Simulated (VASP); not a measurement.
# Zn2CrIn3Te8 (a cell with a defect) in VASP: single point with PBE

Aim: the single point of Zn2CrIn3Te8 (a cell with a defect) with PBE.

All numbers are computed with VASP 6.6.1; they aren't measurements. Logs are shortened: lines on timing, memory, paths and dates and some standing lists are left out, and cuts for length are marked.

## 1. The cell of the first run

The cell holds a defect, 14 atoms: a = 6.122 Å, b = 6.122 Å, c = 12.240 Å, α = 90.00°, β = 90.00°, γ = 90.00°.

## 2. Single point, PBE

The input, INCAR:

```
PREC     = Accurate       # precision mode
ENCUT    = 520            # plane-wave cutoff, eV
EDIFF    = 1E-6           # SCF threshold, eV
ISMEAR   = -1             # smearing method
SIGMA    = 0.05           # smearing width, eV
LREAL    = F              # projectors in reciprocal space
LASPH    = T              # aspherical terms in the spheres
NELM     = 60             # most SCF steps
ALGO     = Normal         # electronic algorithm
ISIF     = 2              # what is computed and relaxed
LWAVE    = F              # write WAVECAR
LCHARG   = F              # write CHGCAR
GGA      = PE             # functional
NBANDS   = 74             # bands
```

The input, KPOINTS:

```
regular mesh
0
Gamma
  2 2 1
```

The input, POSCAR:

```
Zn2CrIn3Te8
1.0
    6.1220000000      0.0000000000      0.0000000000
    0.0000000000      6.1220000000      0.0000000000
    0.0000000000      0.0000000000     12.2400000000
Cr In Zn Te
1 3 2 8
Direct
    0.5000000000      0.5000000000      0.0000000000
    0.0000000000      0.5000000000      0.2500000000
    0.0000000000      0.0000000000      0.5000000000
    0.5000000000      0.0000000000      0.7500000000
    0.0000000000      0.0000000000      0.0000000000
    0.5000000000      0.5000000000      0.5000000000
    0.2500000000      0.2500000000      0.1250000000
    0.7500000000      0.2500000000      0.3750000000
    0.7500000000      0.7500000000      0.1250000000
    0.2500000000      0.7500000000      0.3750000000
    0.7500000000      0.7500000000      0.6250000000
    0.2500000000      0.7500000000      0.8750000000
    0.2500000000      0.2500000000      0.6250000000
    0.7500000000      0.2500000000      0.8750000000
```

Potentials or basis: VASP PAW PBE potentials, release 64 (Cr_pv, In_d, Zn, Te).

Launch:

```sh
$ cat potpaw_PBE.64/Cr_pv/POTCAR potpaw_PBE.64/In_d/POTCAR potpaw_PBE.64/Zn/POTCAR potpaw_PBE.64/Te/POTCAR > POTCAR
$ mpirun -np 1 vasp_std > vasp.out
```

OUTCAR:

```text
PREC = Accurate
   ENCUT = 520
   EDIFF = 1E-6
   ISMEAR = -1
   LREAL = F
   LASPH = T
   NELM = 60
   ISIF = 2
   GGA = PE

 ion  position               nearest neighbor table
   1  0.500  0.500  0.000-   7 2.65   9 2.65  12 2.65  14 2.65
   2  0.000  0.500  0.250-   7 2.65   8 2.65   9 2.65  10 2.65
   3  0.000  0.000  0.500-   8 2.65  10 2.65  11 2.65  13 2.65
   4  0.500  0.000  0.750-  11 2.65  12 2.65  13 2.65  14 2.65
   5  0.000  0.000  0.000-   7 2.65   9 2.65  12 2.65  14 2.65
   6  0.500  0.500  0.500-   8 2.65  10 2.65  11 2.65  13 2.65
   7  0.250  0.250  0.125-   1 2.65   2 2.65   5 2.65
   8  0.750  0.250  0.375-   2 2.65   3 2.65   6 2.65
   9  0.750  0.750  0.125-   1 2.65   2 2.65   5 2.65
  10  0.250  0.750  0.375-   2 2.65   3 2.65   6 2.65
  11  0.750  0.750  0.625-   3 2.65   4 2.65   6 2.65
  12  0.250  0.750  0.875-   1 2.65   4 2.65   5 2.65
  13  0.250  0.250  0.625-   3 2.65   4 2.65   6 2.65
  14  0.750  0.250  0.875-   1 2.65   4 2.65   5 2.65

  LATTYP: Found a simple tetragonal cell.
 ALAT       =     6.1220000000
 C/A-ratio  =     1.9993466188

  Lattice vectors:

 A1 = (   6.1220000000,   0.0000000000,   0.0000000000)
 A2 = (   0.0000000000,   6.1220000000,   0.0000000000)
 A3 = (   0.0000000000,   0.0000000000,  12.2400000000)

Analysis of symmetry for initial positions (statically):
=====================================================================
 Subroutine PRICEL returns:
 Original cell was already a primitive cell.

 Routine SETGRP: Setting up the symmetry group for a
 simple tetragonal supercell.

 Subroutine GETGRP returns: Found  4 space group operations
 (whereof  4 operations were pure point group operations)
 out of a pool of 16 trial point group operations.

The static configuration has the point symmetry S_4 .

Analysis of symmetry for dynamics (positions and initial velocities):
=====================================================================
 Subroutine PRICEL returns:
 Original cell was already a primitive cell.

 Routine SETGRP: Setting up the symmetry group for a
 simple tetragonal supercell.

 Subroutine GETGRP returns: Found  4 space group operations
 (whereof  4 operations were pure point group operations)
 out of a pool of 16 trial point group operations.

The dynamic configuration has the point symmetry S_4 .

 Subroutine INISYM returns: Found  4 space group operations
 (whereof  4 operations are pure point group operations),
 and found     1 'primitive' translations

----------------------------------------------------------------------------------------

                                     Primitive cell

  volume of cell :     458.7415

  direct lattice vectors                    reciprocal lattice vectors
     6.122000000  0.000000000  0.000000000     0.163345312  0.000000000  0.000000000
     0.000000000  6.122000000  0.000000000     0.000000000  0.163345312  0.000000000
     0.000000000  0.000000000 12.240000000     0.000000000  0.000000000  0.081699346

  length of vectors
     6.122000000  6.122000000 12.240000000     0.163345312  0.163345312  0.081699346

  position of ions in fractional coordinates (direct lattice)
     0.500000000  0.500000000  0.000000000
     0.000000000  0.500000000  0.250000000
     0.000000000  0.000000000  0.500000000
     0.500000000  0.000000000  0.750000000
     0.000000000  0.000000000  0.000000000
     0.500000000  0.500000000  0.500000000
     0.250000000  0.250000000  0.125000000
     0.750000000  0.250000000  0.375000000
     0.750000000  0.750000000  0.125000000
     0.250000000  0.750000000  0.375000000
     0.750000000  0.750000000  0.625000000
     0.250000000  0.750000000  0.875000000
     0.250000000  0.250000000  0.625000000
     0.750000000  0.250000000  0.875000000

  ion indices of the primitive-cell ions
   primitive index   ion index
                 1           1
                 2           2
                 3           3
                 4           4
                 5           5
                 6           6
                 7           7
                 8           8
                 9           9
                10          10
                11          11
                12          12
                13          13
                14          14

----------------------------------------------------------------------------------------

 KPOINTS: regular mesh

Automatic generation of k-mesh.
 Grid dimensions read from file:
 generate k-points for:    2    2    1

 Generating k-lattice:

  Cartesian coordinates                     Fractional coordinates (reciprocal lattice)
     0.081672656  0.000000000  0.000000000     0.500000000  0.000000000  0.000000000
     0.000000000  0.081672656  0.000000000     0.000000000  0.500000000  0.000000000
     0.000000000  0.000000000  0.081699346     0.000000000  0.000000000  1.000000000

  Length of vectors
     0.081672656  0.081672656  0.081699346

  Shift w.r.t. Gamma in fractional coordinates (k-lattice)
     0.000000000  0.000000000  0.000000000

 Subroutine IBZKPT returns following result:
 ===========================================

 Found      3 irreducible k-points:

 Following reciprocal coordinates:
            Coordinates               Weight
  0.000000  0.000000  0.000000      1.000000
  0.500000  0.000000  0.000000      2.000000
  0.500000  0.500000  0.000000      1.000000
   k-points           NKPTS =      3   k-points in BZ     NKDIM =      3   number of bands    NBANDS=     74
   number of dos      NEDOS =    301   number of ions     NIONS =     14
   total plane-waves  NPLWV = 221184
   dimension x,y,z NGX =    48 NGY =   48 NGZ =   96
   dimension x,y,z NGXF=    96 NGYF=   96 NGZF=  192
   ions per type =               1   3   2   8
   NGX,Y,Z   is equivalent  to a cutoff of  13.03, 13.03, 13.04 a.u.
   NGXF,Y,Z  is equivalent  to a cutoff of  26.07, 26.07, 26.08 a.u.
 SYSTEM =  unknown system
   PREC   = accura    normal or accurate (medium, high low for compatibility)
   ISTART =      0    job   : 0-new  1-cont  2-samecut
   ICHARG =      2    charge: 1-file 2-atom 10-const
   ISPIN  =      1    spin polarized calculation?
   LNONCOLLINEAR =      F non collinear calculations
   LSORBIT =      F    spin-orbit coupling
   LASPH  =      T    aspherical Exc in radial PAW
   ENCUT  =  520.0 eV  38.22 Ry    6.18 a.u.  11.38 11.38 22.76*2*pi/ulx,y,z
   NELM   =     60;   NELMIN=  2; NELMDL= -5     # of ELM steps
   EDIFF  = 0.1E-05   stopping-criterion for ELM
   LREAL  =      F    real-space projection
   EDIFFG = 0.1E-04   stopping-criterion for IOM
   NSW    =      0    number of steps for IOM
   IBRION =     -1    ionic relax: 0-MD 1-quasi-New 2-CG
   NFREE  =      0    steps in history (QN), initial steepest desc. (CG)
   ISIF   =      2    stress and relaxation
   ISYM   =      2    0-nonsym 1-usesym 2-fastsym
   POTIM  = 0.5000    time-step for ionic-motion
   TEBEG  =    0.0;   TEEND  =   0.0 temperature during run
   PSTRESS=    0.0 pullay stress
   NELECT =     123.0000    total number of electrons
   NUPDOWN=      -1.0000    fix difference up-down
   EMIN   =  10.00;   EMAX   =-10.00  energy-range for DOS
   EFERMI =   0.00;   METHOD = LEGACY
   ISMEAR =    -1;   SIGMA  =   0.05  broadening in eV -4-tet -1-fermi 0-gaus
   EFERMI_NEDOS =   21; number of points for ismear=-14 and -15
   IALGO  =     38    algorithm
   IMIX   =      4    mixing-type and parameters
     AMIX     =   0.40;   BMIX     =  1.00
     AMIX_MAG =   1.60;   BMIX_MAG =  1.00
  volume/ion in A,a.u.               =      32.77       221.12
  Fermi-wavevector in a.u.,A,eV,Ry     =   1.055651  1.994892 15.162330  1.114400
  Thomas-Fermi vector in A             =   2.190858
   LORBIT       =      0    0 simple, 1 ext, 2 COOP (PROOUT), +10 PAW based schemes
   GGA     = PE    functional components
   LHFCALC =     F    Hartree Fock is set to
   AEXX    =    0.0000 exact exchange contribution
   IVDW    =     0    specifies the selected vdW correction
   LEPSILON=     F    determine dielectric tensor
   LRPA    =     F    only Hartree local field effects (RPA)
 non-spin polarized calculation
  energy-cutoff  :      520.00
  volume of cell :      458.74
 maximum number of plane-waves:     12390
 NGX is ok and might be reduce to    48
   NGX = 23   NGY = 23   NGZ = 45

 number of electron     122.9999949 magnetization

 Free energy of the ion-electron system (eV)
  ---------------------------------------------------
  ext. energy  EPLUGINS =         0.00000000
  ---------------------------------------------------
  free energy    TOTEN  =       -45.11036834 eV

  energy without entropy =      -45.03455599  energy(sigma->0) =      -45.07246216

 E-fermi :   4.6756     XC(G=0):  -8.6580

 val. band max:        4.6617154654   @ k =   0.5000   0.0000   0.0000
 cond. band min:       4.7734316228   @ k =   0.5000   0.5000   0.0000
 fundamental gap:      0.1117161574
 Fermi energy:         4.6756227352

 k-point     1 :       0.0000    0.0000    0.0000
  band No.  band energies     occupation
      1     -38.4553      2.00000
      2     -38.3904      2.00000
      3     -38.3904      2.00000
      4     -10.8160      2.00000
      5     -10.8160      2.00000
      6     -10.7854      2.00000
[... 65 lines left out ...]
     72       6.7117      0.00000
     73       7.6147      0.00000

 k-point     2 :       0.5000    0.0000    0.0000
  band No.  band energies     occupation
      1     -38.4553      2.00000
      2     -38.3904      2.00000
      3     -38.3904      2.00000
      4     -10.8192      2.00000
      5     -10.8024      2.00000
      6     -10.7937      2.00000
[... 65 lines left out ...]
     72       7.9223      0.00000
     73       8.5991      0.00000

 k-point     3 :       0.5000    0.5000    0.0000
  band No.  band energies     occupation
      1     -38.4553      2.00000
      2     -38.3904      2.00000
      3     -38.3904      2.00000
      4     -10.8049      2.00000
      5     -10.8035      2.00000
      6     -10.8035      2.00000
[... 65 lines left out ...]
     72       8.5067      0.00000
     73       8.5067      0.00000
 [bands above 73 left out]

------------------------ aborting loop because EDIFF is reached ----------------------------------------

  FORCE on cell =-STRESS in cart. coord.  units (eV):
  Direction    XX          YY          ZZ          XY          YZ          ZX
  --------------------------------------------------------------------------------------
  -------------------------------------------------------------------------------------
  Total       15.0284111     15.0284111     14.2723281      0.0000009      0.0000000      0.0000000
  in kB       52.4874629     52.4874629     49.8468058      0.0000032      0.0000000      0.0000000
  external PRESSURE =      51.6072438 kB  Pullay stress =       0.0000000 kB

 VOLUME and BASIS-vectors are now :
 -----------------------------------------------------------------------------
  energy-cutoff  :      520.00
  volume of cell :      458.74
      direct lattice vectors                 reciprocal lattice vectors
     6.122000000  0.000000000  0.000000000     0.163345312  0.000000000  0.000000000
     0.000000000  6.122000000  0.000000000     0.000000000  0.163345312  0.000000000
     0.000000000  0.000000000 12.240000000     0.000000000  0.000000000  0.081699346

 POSITION                                       TOTAL-FORCE (eV/Angst)
 -----------------------------------------------------------------------------------
      3.06100      3.06100      0.00000         0.000000      0.000000      0.000000
      0.00000      3.06100      3.06000        -0.000000      0.000000      0.028334
      0.00000      0.00000      6.12000         0.000000      0.000000      0.000000
      3.06100      0.00000      9.18000         0.000000      0.000000     -0.028334
      0.00000      0.00000      0.00000         0.000000      0.000000      0.000000
      3.06100      3.06100      6.12000         0.000000      0.000000      0.000000
      1.53050      1.53050      1.53000         1.520673     -0.356482     -1.091946
      4.59150      1.53050      4.59000        -1.768383     -0.250286     -0.277104
      4.59150      4.59150      1.53000        -1.520673      0.356482     -1.091946
      1.53050      4.59150      4.59000         1.768383      0.250286     -0.277104
      4.59150      4.59150      7.65000         0.250286     -1.768383      0.277104
      1.53050      4.59150     10.71000        -0.356482     -1.520673      1.091946
      1.53050      1.53050      7.65000        -0.250286      1.768383      0.277104
      4.59150      1.53050     10.71000         0.356482      1.520673      1.091946
 -----------------------------------------------------------------------------------
    total drift:                               -0.000000     -0.000000     -0.000000

  FREE ENERGIE OF THE ION-ELECTRON SYSTEM (eV)
  ---------------------------------------------------
  free  energy   TOTEN  =       -45.1103683401 eV

  energy  without entropy=      -45.0345559878  energy(sigma->0) =      -45.07246216
```

Wall time 8.2 min (1 thread of Intel Xeon 6975P-C, shared host); peak memory 0.57 GiB.

What came out:

| Quantity | Value |
| --- | --- |
| Free energy | -45.1104 eV |
| Pressure | 5.2 GPa |
| Largest force | 1.906 eV/Å |

Forces on the atoms (eV/Å):
```
Cr   0.000  0.000  0.000
In   0.000  0.000  0.028
In   0.000  0.000  0.000
In   0.000  0.000 -0.028
Zn   0.000  0.000  0.000
Zn   0.000  0.000  0.000
Te   1.521 -0.356 -1.092
Te  -1.768 -0.250 -0.277
Te  -1.521  0.356 -1.092
Te   1.768  0.250 -0.277
Te   0.250 -1.768  0.277
Te  -0.356 -1.521  1.092
Te  -0.250  1.768  0.277
Te   0.356  1.521  1.092
```

Levels at points of the mesh, in eV from the Fermi level:
```csv
k point,band 58,band 59,band 60,band 61,band 62,band 63,band 64,band 65,band 66,band 67
"(0.00, 0.00, 0.00)",-1.17,-1.04,-1.04,-0.55,-0.27,0.59,0.62,0.62,0.84,1.63
"(0.50, 0.00, 0.00)",-1.49,-1.37,-1.34,-0.18,-0.01,0.15,0.42,0.52,1.99,2.06
"(0.50, 0.50, 0.00)",-1.11,-1.10,-1.09,-0.04,0.10,0.38,0.57,0.57,0.96,1.40
```

Caveat: the k points lie up to 0.51 Å⁻¹ apart; spin-orbit coupling is left out, which moves the levels of the heavy elements.
